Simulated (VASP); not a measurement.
Set up this calculation in VASP 6.6.1, as the native input.

- Task: single point
- Functional: BLYP
- Potentials or basis: VASP PAW PBE potentials, release 64 (Co)
- Cutoff: 520 eV
- k mesh: 13 × 13 × 13
- Occupations: fermi-dirac, width 0.05 eV
- Spin: collinear spin, ferromagnetic start
- Starting moments: [-1.778, -1.778] μB
- Dipole correction: no
- Further INCAR settings: ALGO = Normal; EDIFF = 1e-06; NBANDS = 20

The structure of Co lies in POSCAR:

```
Co
1.0
    2.8160622401      0.0000000000      0.0000000000
    0.0000000000      2.8160622401      0.0000000000
    0.0000000000      0.0000000000      2.8160622401
Co
2
Direct
    0.0000000000      0.0000000000      0.0000000000
    0.5000000000      0.5000000000      0.5000000000
```

These files were run (other wordings do the same):

INCAR

```
PREC = Accurate
ENCUT = 520
EDIFF = 1E-6
ISMEAR = -1
SIGMA = 0.05
LREAL = F
LASPH = T
NELM = 150
ALGO = Normal
ISIF = 2
LWAVE = F
LCHARG = F
ISPIN = 2
MAGMOM = -1.778 -1.778
LORBIT = 11
LMAXMIX = 4
GGA = B5
ALDAX = 1.0
AGGAX = 1.0
AGGAC = 1.0
ALDAC = 0.0
NBANDS = 20
```

KPOINTS

```
regular mesh
0
Gamma
  13 13 13
```

Potentials or basis: VASP PAW PBE potentials, release 64 (Co).

Launch:

```bash
$ cat potpaw_PBE.64/Co/POTCAR > POTCAR
$ mpirun -np 1 vasp_std > vasp.out
```

It gave:

```yaml
Pressure: 7.1 GPa
Net_moment: -3.42 μB per cell
Site_moments: Co -1.73 μB
Valence_electrons_inside_the_program's_atomic_spheres: Co 8.24
```

Caveat: the PAW data sets were made with another functional, which shifts forces and pressure a little.

It took 55 s on 1 thread of AMD EPYC 9R45 96-Core Processor (Zen 5), with other jobs on the host, peak memory 0.15 GiB.
